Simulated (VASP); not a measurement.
Set up this calculation in VASP 6.6.1, as the native input.

```
Task                   : single point
Functional             : r2SCAN
Dispersion             : rVV10
Potentials or basis    : VASP PAW PBE potentials, release 64 (Pt, Se)
Cutoff                 : 520 eV
k mesh                 : 12 × 12 × 2
Occupations            : fermi-dirac, width 0.02 eV
Spin                   : no spin polarisation
Dipole correction      : no
Further INCAR settings : ALGO = Normal; EDIFF = 1e-07; NBANDS = 31
```

PtSe2:

```
Pt Se
1.0
     3.59650    0.00000    0.00000
    -1.79825    3.11466    0.00000
     0.00000    0.00000   11.25483
Pt Se
2 4
Direct
  0.33333 0.66667 0.25000
  0.66667 0.33333 0.75000
  0.66667 0.33333 0.38194
  0.66667 0.33333 0.11806
  0.33333 0.66667 0.88194
  0.33333 0.66667 0.61806
```

One way to write it, as run:

POSCAR

```
PtSe2
1.0
    3.5965019770      0.0000000000      0.0000000000
   -1.7982509885      3.1146620768      0.0000000000
    0.0000000000      0.0000000000     11.2548349238
Pt Se
2 4
Direct
    0.3333333333      0.6666666667      0.2500000000
    0.6666666667      0.3333333333      0.7500000000
    0.6666666667      0.3333333333      0.3819417251
    0.6666666667      0.3333333333      0.1180582749
    0.3333333333      0.6666666667      0.8819417251
    0.3333333333      0.6666666667      0.6180582749
```

INCAR.step1

```
SYSTEM = PtSe2
ALGO = Normal
EDIFF = 1E-4
ENCUT = 520
GGA = PE
ISMEAR = -1
LASPH = .TRUE.
LCHARG = .FALSE.
LREAL = .FALSE.
LWAVE = .TRUE.
NBANDS = 31
NELM = 60
PREC = Accurate
SIGMA = 0.02
```

INCAR.step2

```
SYSTEM = PtSe2
ALGO = Normal
BPARAM = 11.95
CPARAM = 0.0093
EDIFF = 1E-7
ENCUT = 520
ISIF = 2
ISMEAR = -1
ISTART = 1
IVDW_NL = 2
LASPH = .TRUE.
LCHARG = .TRUE.
LELF = .TRUE.
LMIXTAU = .TRUE.
LREAL = .FALSE.
LUSE_VDW = .TRUE.
LVHAR = .TRUE.
LWAVE = .FALSE.
METAGGA = R2SCAN
NBANDS = 31
NELM = 60
PREC = Accurate
SIGMA = 0.02
```

KPOINTS

```
k-points
0
G
  12 12 2
  0 0 0
```

Potentials or basis: VASP PAW PBE potentials, release 64 (Pt, Se).

Launch:

```sh
$ cat potpaw_PBE.64/Pt/POTCAR potpaw_PBE.64/Se/POTCAR > POTCAR
$ cp INCAR.step1 INCAR
$ mpirun -np 1 vasp_std > vasp.out
$ cp INCAR.step2 INCAR
$ mpirun -np 1 vasp_std > vasp.out
```

Results of the run:

```
Pressure               : 0.4 GPa
Largest force          : 0.029 eV/Å
Band gap on the k mesh : zero (bands 22 and 23 overlap by 0.84 eV)
```

Caveat: the PAW data sets were made with another functional, which shifts forces and pressure a little; spin-orbit coupling is left out, which moves the levels of the heavy elements.

It took 7.1 min on 1 thread of Intel(R) Xeon(R) 6975P-C (Granite Rapids), on a shared host, peak memory 0.58 GiB.
